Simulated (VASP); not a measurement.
## Mg: relaxation of shape and atoms at fixed volume with r2SCAN

Crystal: Mg.

```
CELL_PARAMETERS angstrom
3.18524 0.00000 0.00000
-1.59262 2.75850 0.00000
0.00000 0.00000 5.23098
ATOMIC_POSITIONS crystal
Mg 0.33333 0.66667 0.75000
Mg 0.66667 0.33333 0.25000
```

- Program: VASP 6.6.1
- Task: relaxation of shape and atoms at fixed volume
- Functional: r2SCAN
- Potentials or basis: VASP PAW PBE potentials, release 64 (Mg)
- Cutoff: 600 eV
- k mesh: 16 × 16 × 8
- Occupations: gaussian, width 0.05 eV
- Spin: no spin polarisation
- Dipole correction: no
- Further INCAR settings: ALGO = Normal; EDIFF = 1e-06; IBRION = 2; EDIFFG = -0.02; NSW = 60; ISIF = 4

```json
{"Energy gained by relaxing": "1.1 meV/atom", "Ionic steps": "3", "Pressure after relaxing": "-0.9 GPa", "Band gap on the k mesh": "zero (band 2 reaches 3.65 eV, above the bottom of band 3 at 1.53 eV)"}
```

Stress tensor (GPa, compression positive):
```
-0.90  0.00  0.00
 0.00 -0.90  0.00
 0.00  0.00 -1.04
```

The path:
```tsv
step	energy change (eV)	largest force (eV/Å)	pressure (GPa)	volume (Å³)
1	0.0000	0.0000	-0.92	45.96
2	-0.0010	0.0000	-0.93	45.96
3	-0.0023	0.0000	-0.95	45.96
```

Final structure:
```xyz
2
Lattice="3.2066 0.0000 0.0000 -1.6033 2.7770 0.0000 0.0000 0.0000 5.1614" Properties=species:S:1:pos:R:3 pbc="T T T"
Mg    0.0000    1.8513    3.8711
Mg    1.6033    0.9257    1.2904
```

Levels at points of the mesh, in eV from the Fermi level:
| k point | band 1 | band 2 | band 3 | band 4 | band 5 |
| --- | --- | --- | --- | --- | --- |
| (0.00, 0.00, 0.00) | -7.40 | -1.87 | -1.12 | 11.59 | 11.59 |
| (0.50, 0.00, 0.00) | -2.40 | -2.25 | 2.82 | 3.12 | 3.62 |
| (0.00, 0.00, 0.50) | -5.90 | -5.90 | 5.52 | 5.52 | 12.36 |
| (0.50, 0.00, 0.50) | -1.27 | -1.27 | -0.41 | -0.41 | 8.52 |

It took 2.4 min on 1 thread of Intel(R) Xeon(R) 6975P-C (Granite Rapids) (shared host), peak memory 0.22 GiB.

Caveat: the PAW data sets were made with another functional, which shifts forces and pressure a little.
